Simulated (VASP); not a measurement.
A run of VASP 6.6.1:

The input INCAR:

```
SYSTEM = ZnCu
ALGO = Fast
EDIFF = 1E-7
ENCUT = 520
GGA = PS
ISIF = 2
ISMEAR = 0
LASPH = .True.
LCHARG = .True.
LELF = .True.
LREAL = .False.
LVHAR = .True.
LWAVE = .False.
NBANDS = 18
NELM = 80
PREC = Accurate
SIGMA = 0.1
```

Contents of KPOINTS:

```
k-points
0
Gamma
  14 14 14
  0 0 0
```

File POSCAR:

```
ZnCu
1.0
    2.8785051644      0.0000000000      0.0000000000
    0.0000000000      2.8785051644      0.0000000000
    0.0000000000      0.0000000000      2.8785051644
Zn Cu
1 1
Direct
    0.5000000000      0.5000000000      0.5000000000
    0.0000000000      0.0000000000      0.0000000000
```

Potentials or basis: VASP PAW PBE potentials, release 64 (Zn, Cu).

Launch:

```console
$ cat potpaw_PBE.64/Zn/POTCAR potpaw_PBE.64/Cu/POTCAR > POTCAR
$ mpirun -np 1 vasp_std > vasp.out
```

Hardware: 1 thread of Intel(R) Xeon(R) Platinum 8259CL CPU @ 2.50GHz (Skylake/Cascade Lake), on a shared host.

Question: Estimate the wall time of this run.

Answer: It took 64 s on 1 thread of Intel(R) Xeon(R) Platinum 8259CL CPU @ 2.50GHz (Skylake/Cascade Lake), on a shared host, peak memory 0.17 GiB. Counts: scf iterations 19, k points 120.
